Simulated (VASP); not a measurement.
# Mo in VASP: further runs

The runs below take Mo through single point, relaxation of cell and atoms, with PBEsol.

All numbers are computed with VASP 6.6.1; they aren't measurements. Logs are shortened: lines on timing, memory, paths and dates and some standing lists are left out, and cuts for length are marked.

**1. The cell of the first run**

The structure is cubic, space group Im-3m (No. 229). Conventional cell: a = 3.168 Å, b = 3.168 Å, c = 3.168 Å, α = 90.00°, β = 90.00°, γ = 90.00°. Within 3.6 Å of Mo (site symmetry m-3m) lie 14 Mo at 2.74 to 3.17 Å.

**2. Single point, PBEsol**

INCAR

```
SYSTEM = Mo
PREC = Accurate ; ENCUT = 520
EDIFF = 1E-6 ; ISMEAR = 0
SIGMA = 0.1 ; LREAL = .FALSE.
LASPH = .TRUE. ; NELM = 60
ALGO = Fast ; ISIF = 2
LWAVE = .FALSE. ; LCHARG = .FALSE.
GGA = PS ; NBANDS = 13
```

KPOINTS

```
Automatic mesh
0
G
  8 8 8
  0 0 0
```

POSCAR

```
Mo
1.0
   -1.5838089719      1.5838089719      1.5838089719
    1.5838089719     -1.5838089719      1.5838089719
    1.5838089719      1.5838089719     -1.5838089719
Mo
1
Direct
    0.0000000000      0.0000000000      0.0000000000
```

Potentials or basis: VASP PAW PBE potentials, release 64 (Mo_sv).

Command:

```sh
$ cat potpaw_PBE.64/Mo_sv/POTCAR > POTCAR
$ mpirun -np 1 vasp_std > vasp.out
```

OUTCAR:

```text
SYSTEM = Mo
   PREC = Accurate
   ENCUT = 520
   EDIFF = 1E-6
   ISMEAR = 0
   LREAL = .FALSE.
   LASPH = .TRUE.
   NELM = 60
   ISIF = 2
   GGA = PS

 ion  position               nearest neighbor table
   1  0.000  0.000  0.000-

  LATTYP: Found a body centered cubic cell.
 ALAT       =     3.1676179438

  Lattice vectors:

 A1 = (  -1.5838089719,   1.5838089719,   1.5838089719)
 A2 = (   1.5838089719,  -1.5838089719,   1.5838089719)
 A3 = (   1.5838089719,   1.5838089719,  -1.5838089719)

Analysis of symmetry for initial positions (statically):
=====================================================================
 Subroutine PRICEL returns:
 Original cell was already a primitive cell.

 Routine SETGRP: Setting up the symmetry group for a
 body centered cubic supercell.

 Subroutine GETGRP returns: Found 48 space group operations
[... 9 lines left out ...]

 Routine SETGRP: Setting up the symmetry group for a
 body centered cubic supercell.

 Subroutine GETGRP returns: Found 48 space group operations
[... 11 lines left out ...]
                                     Primitive cell

  volume of cell :      15.8916

  direct lattice vectors                    reciprocal lattice vectors
    -1.583808972  1.583808972  1.583808972     0.000000000  0.315694638  0.315694638
     1.583808972 -1.583808972  1.583808972     0.315694638  0.000000000  0.315694638
     1.583808972  1.583808972 -1.583808972     0.315694638  0.315694638  0.000000000

  length of vectors
     2.743237609  2.743237609  2.743237609     0.446459639  0.446459639  0.446459639

  position of ions in fractional coordinates (direct lattice)
     0.000000000  0.000000000  0.000000000

  ion indices of the primitive-cell ions
   primitive index   ion index
                 1           1

----------------------------------------------------------------------------------------

 KPOINTS: Automatic mesh

Automatic generation of k-mesh.
 Grid dimensions read from file:
 generate k-points for:    8    8    8

 Generating k-lattice:

  Cartesian coordinates                     Fractional coordinates (reciprocal lattice)
     0.000000000  0.039461830  0.039461830     0.125000000  0.000000000  0.000000000
     0.039461830  0.000000000  0.039461830     0.000000000  0.125000000  0.000000000
     0.039461830  0.039461830  0.000000000     0.000000000  0.000000000  0.125000000

  Length of vectors
     0.055807455  0.055807455  0.055807455

  Shift w.r.t. Gamma in fractional coordinates (k-lattice)
     0.000000000  0.000000000  0.000000000

 Subroutine IBZKPT returns following result:
 ===========================================

 Found     29 irreducible k-points:

 Following reciprocal coordinates:
            Coordinates               Weight
  0.000000  0.000000  0.000000      1.000000
  0.125000  0.000000  0.000000     12.000000
  0.250000  0.000000  0.000000     12.000000
  0.375000  0.000000  0.000000     12.000000
  0.500000  0.000000  0.000000      6.000000
  0.125000  0.125000  0.000000     24.000000
[... 16 lines left out ...]
 -0.250000  0.250000  0.250000      6.000000
 -0.375000  0.375000  0.250000     24.000000
 [... further k-points ...]
   k-points           NKPTS =     29   k-points in BZ     NKDIM =     29   number of bands    NBANDS=     13
   number of dos      NEDOS =    301   number of ions     NIONS =      1
   total plane-waves  NPLWV =   8000
   dimension x,y,z NGX =    20 NGY =   20 NGZ =   20
   dimension x,y,z NGXF=    40 NGYF=   40 NGZF=   40
   ions per type =               1
   NGX,Y,Z   is equivalent  to a cutoff of  12.12, 12.12, 12.12 a.u.
   NGXF,Y,Z  is equivalent  to a cutoff of  24.24, 24.24, 24.24 a.u.
 SYSTEM =  Mo
   PREC   = accura    normal or accurate (medium, high low for compatibility)
   ISTART =      0    job   : 0-new  1-cont  2-samecut
   ICHARG =      2    charge: 1-file 2-atom 10-const
   ISPIN  =      1    spin polarized calculation?
   LNONCOLLINEAR =      F non collinear calculations
   LSORBIT =      F    spin-orbit coupling
   LASPH  =      T    aspherical Exc in radial PAW
   ENCUT  =  520.0 eV  38.22 Ry    6.18 a.u.   5.10  5.10  5.10*2*pi/ulx,y,z
   NELM   =     60;   NELMIN=  2; NELMDL= -5     # of ELM steps
   EDIFF  = 0.1E-05   stopping-criterion for ELM
   LREAL  =      F    real-space projection
[... 7 lines left out ...]
   TEBEG  =    0.0;   TEEND  =   0.0 temperature during run
   PSTRESS=    0.0 pullay stress
   NELECT =      14.0000    total number of electrons
   NUPDOWN=      -1.0000    fix difference up-down
   EMIN   =  10.00;   EMAX   =-10.00  energy-range for DOS
   EFERMI =   0.00;   METHOD = LEGACY
   ISMEAR =     0;   SIGMA  =   0.10  broadening in eV -4-tet -1-fermi 0-gaus
   EFERMI_NEDOS =   21; number of points for ismear=-14 and -15
   IALGO  =     68    algorithm
   IMIX   =      4    mixing-type and parameters
     AMIX     =   0.40;   BMIX     =  1.00
     AMIX_MAG =   1.60;   BMIX_MAG =  1.00
  volume/ion in A,a.u.               =      15.89       107.24
  Fermi-wavevector in a.u.,A,eV,Ry     =   1.569380  2.965698 33.510508  2.462953
  Thomas-Fermi vector in A             =   2.671271
   LORBIT       =      0    0 simple, 1 ext, 2 COOP (PROOUT), +10 PAW based schemes
   GGA     = PS    functional components
   LHFCALC =     F    Hartree Fock is set to
   AEXX    =    0.0000 exact exchange contribution
   IVDW    =     0    specifies the selected vdW correction
   LEPSILON=     F    determine dielectric tensor
   LRPA    =     F    only Hartree local field effects (RPA)
 non-spin polarized calculation
 RMM-DIIS sequential band-by-band and
 Gauss-broadening in eV      SIGMA  =   0.10
  energy-cutoff  :      520.00
  volume of cell :       15.89
 maximum number of plane-waves:       439
   NGX = 11   NGY = 11   NGZ = 11

 number of electron      14.0000005 magnetization

 Free energy of the ion-electron system (eV)
  ---------------------------------------------------
  ext. energy  EPLUGINS =         0.00000000
  ---------------------------------------------------
  free energy    TOTEN  =       -11.74300316 eV

  energy without entropy =      -11.73875125  energy(sigma->0) =      -11.74087720

 E-fermi :  12.0625     XC(G=0): -13.4374

 val. band max:       11.9287375635   @ k =   0.3750   0.1250   0.0000
 cond. band min:      12.0632701092   @ k =  -0.2500   0.2500   0.1250
 fundamental gap:      0.1345325457
 Fermi energy:        12.0624633281

 k-point     1 :       0.0000    0.0000    0.0000
  band No.  band energies     occupation
      1     -49.0038      2.00000
      2     -22.3273      2.00000
      3     -22.3273      2.00000
      4     -22.3273      2.00000
      5       4.9713      2.00000
      6      10.8597      2.00000
      7      10.8597      2.00000
      8      10.8597      2.00000
      9      13.8116      0.00000
     10      13.8116      0.00000
     11      26.9849      0.00000
     12      26.9849      0.00000
     13      26.9849      0.00000

 k-point     2 :       0.1250    0.0000    0.0000
  band No.  band energies     occupation
      1     -48.9679      2.00000
      2     -22.5351      2.00000
      3     -22.3918      2.00000
      4     -22.3288      2.00000
      5       5.6218      2.00000
      6      10.5037      2.00000
      7      10.7705      2.00000
      8      11.4883      2.00000
      9      13.3897      0.00000
     10      13.8302      0.00000
     11      27.3865      0.00000
     12      28.0845      0.00000
     13      28.1020      0.00000

 k-point     3 :       0.2500    0.0000    0.0000
  band No.  band energies     occupation
      1     -48.8804      2.00000
      2     -23.0189      2.00000
      3     -22.5448      2.00000
      4     -22.3325      2.00000
      5       6.9365      2.00000
      6       9.7502      2.00000
      7      10.6430      2.00000
      8      13.2330      0.00000
      9      13.2981      0.00000
     10      13.9697      0.00000
     11      26.9235      0.00000
     12      28.1927      0.00000
     13      31.0633      0.00000

 k-point     4 :       0.3750    0.0000    0.0000
  band No.  band energies     occupation
      1     -48.7915      2.00000
      2     -23.4804      2.00000
      3     -22.6940      2.00000
      4     -22.3364      2.00000
      5       7.1468      2.00000
      6       9.1050      2.00000
      7      12.1452      0.24181
      8      13.7848      0.00000
      9      14.2664      0.00000
     10      15.5439      0.00000
     11      25.0061      0.00000
     12      25.3329      0.00000
     13      31.4270      0.00000

 k-point     5 :       0.5000    0.0000    0.0000
  band No.  band energies     occupation
      1     -48.7543      2.00000
      2     -23.6658      2.00000
      3     -22.7548      2.00000
      4     -22.3380      2.00000
      5       6.9448      2.00000
      6       8.8615      2.00000
      7      13.7442      0.00000
      8      13.8366      0.00000
      9      14.4505      0.00000
     10      16.8561      0.00000
     11      23.5743      0.00000
     12      24.0999      0.00000
     13      29.2809      0.00000
[... 257 lines left out ...]
 k-point    22 :       0.2500    0.2500    0.2500
  band No.  band energies     occupation
      1     -48.7351      2.00000
      2     -23.0047      2.00000
      3     -23.0047      2.00000
      4     -23.0047      2.00000
      5       9.6057      2.00000
      6       9.6057      2.00000
      7       9.6057      2.00000
      8      14.5710      0.00000
      9      14.5710      0.00000
     10      21.5362      0.00000
     11      23.5856      0.00000
     12      23.5856      0.00000
     13      23.5856      0.00000

 k-point    23 :      -0.2500    0.2500    0.2500
  band No.  band energies     occupation
      1     -48.7748      2.00000
      2     -23.0443      2.00000
      3     -22.7811      2.00000
      4     -22.7811      2.00000
      5       8.4460      2.00000
      6       9.5751      2.00000
      7      11.5863      2.00000
      8      11.5863      2.00000
      9      13.0576      0.00000
     10      15.5171      0.00000
     11      27.2642      0.00000
     12      30.3126      0.00000
     13      30.5745      0.00000

 k-point    24 :      -0.3750    0.3750    0.2500
  band No.  band energies     occupation
      1     -48.6988      2.00000
      2     -23.3216      2.00000
      3     -22.9427      2.00000
      4     -22.8207      2.00000
      5       8.3162      2.00000
      6       8.8650      2.00000
      7      11.5821      2.00000
      8      12.3973      0.00000
      9      15.0351      0.00000
     10      17.0552      0.00000
     11      25.7802      0.00000
     12      27.7886      0.00000
     13      28.9009      0.00000

 [... further k-points ...]

------------------------ aborting loop because EDIFF is reached ----------------------------------------

  FORCE on cell =-STRESS in cart. coord.  units (eV):
  Direction    XX          YY          ZZ          XY          YZ          ZX
  --------------------------------------------------------------------------------------
  -------------------------------------------------------------------------------------
  Total       -0.8142165     -0.8142165     -0.8142165     -0.0000000      0.0000000      0.0000000
  in kB      -82.0884542    -82.0884542    -82.0884542     -0.0000000      0.0000000      0.0000000
  external PRESSURE =     -82.0884542 kB  Pullay stress =       0.0000000 kB

 VOLUME and BASIS-vectors are now :
 -----------------------------------------------------------------------------
  energy-cutoff  :      520.00
  volume of cell :       15.89
      direct lattice vectors                 reciprocal lattice vectors
    -1.583808972  1.583808972  1.583808972     0.000000000  0.315694638  0.315694638
     1.583808972 -1.583808972  1.583808972     0.315694638  0.000000000  0.315694638
     1.583808972  1.583808972 -1.583808972     0.315694638  0.315694638  0.000000000

 POSITION                                       TOTAL-FORCE (eV/Angst)
 -----------------------------------------------------------------------------------
      0.00000      0.00000      0.00000         0.000000     -0.000000     -0.000000
 -----------------------------------------------------------------------------------
    total drift:                                0.000000      0.000000      0.000000

  FREE ENERGIE OF THE ION-ELECTRON SYSTEM (eV)
  ---------------------------------------------------
  free  energy   TOTEN  =       -11.7430031614 eV

  energy  without entropy=      -11.7387512470  energy(sigma->0) =      -11.74087720
```

Wall time 2.9 s (1 thread of Intel Xeon 6975P-C (Granite Rapids), shared host); peak memory 0.12 GiB.

Results:

| Item | Value |
| --- | --- |
| Free energy | -11.7430 eV |
| Pressure | -8.2 GPa |
| Band gap on the k mesh | zero (band 7 reaches 16.11 eV, above the bottom of band 8 at 10.86 eV) |

Caveat: the PAW data sets were made with another functional, which shifts forces and pressure a little.

(Continued in part 2 of 2.)
